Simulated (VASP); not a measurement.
The system is TiTl.

```xyz
4
Lattice="2.9849 0.0000 0.0000 0.0000 2.9849 0.0000 0.0000 0.0000 9.2035" Properties=species:S:1:pos:R:3 pbc="T T T"
Ti    0.0000    1.4925    5.5957
Ti    1.4925    0.0000    3.6078
Tl    0.0000    1.4925    1.1965
Tl    1.4925    0.0000    8.0070
```

```yaml
Program: VASP 6.6.1
Task: relaxation of cell and atoms
Functional: PBE
Potentials_or_basis: VASP PAW PBE potentials, release 64 (Ti_sv, Tl_d)
Cutoff: 600 eV
k_mesh: 11 × 11 × 4
Occupations: fermi-dirac, width 0.0984 eV
Spin: no spin polarisation
```

At the start: pressure 5.9 GPa; volume 20.50 Å³/atom.

Question: Where does the relaxation end?

Answer: Over 12 steps the energy falls by 101.1 meV/atom and the volume is 22.44 Å³/atom (+9.5 %); space group P4/nmm (No. 129, to 0.1 Å) before and after.

Step by step:
| step | energy change (eV) | largest force (eV/Å) | pressure (GPa) | volume (Å³) |
| --- | --- | --- | --- | --- |
| 1 | 0.0000 | 1.1012 | 5.89 | 82.00 |
| 2 | -0.2239 | 0.7194 | -2.59 | 91.26 |
| 3 | -0.2257 | 0.7129 | -1.93 | 90.30 |
| 4 | -0.3232 | 0.4608 | -0.76 | 89.15 |
| 5 | -0.3580 | 0.3238 | 0.82 | 87.89 |
| 6 | -0.3846 | 0.1754 | 0.05 | 89.11 |
| 7 | -0.3962 | 0.0551 | -0.72 | 90.64 |
| 8 | -0.4022 | 0.0703 | 0.58 | 89.10 |
| 9 | -0.4029 | 0.0668 | 0.28 | 89.45 |
| 10 | -0.4041 | 0.0351 | -0.06 | 89.87 |
| 11 | -0.4042 | 0.0347 | -0.03 | 89.83 |
| 12 | -0.4044 | 0.0275 | 0.01 | 89.78 |

Final structure:
```xyz
4
Lattice="3.0840 0.0000 0.0000 0.0000 3.0840 0.0000 0.0000 0.0000 9.4394" Properties=species:S:1:pos:R:3 pbc="T T T"
Ti    0.0000    1.5420    5.6072
Ti    1.5420    0.0000    3.8322
Tl    0.0000    1.5420    1.4590
Tl    1.5420    0.0000    7.9804
```
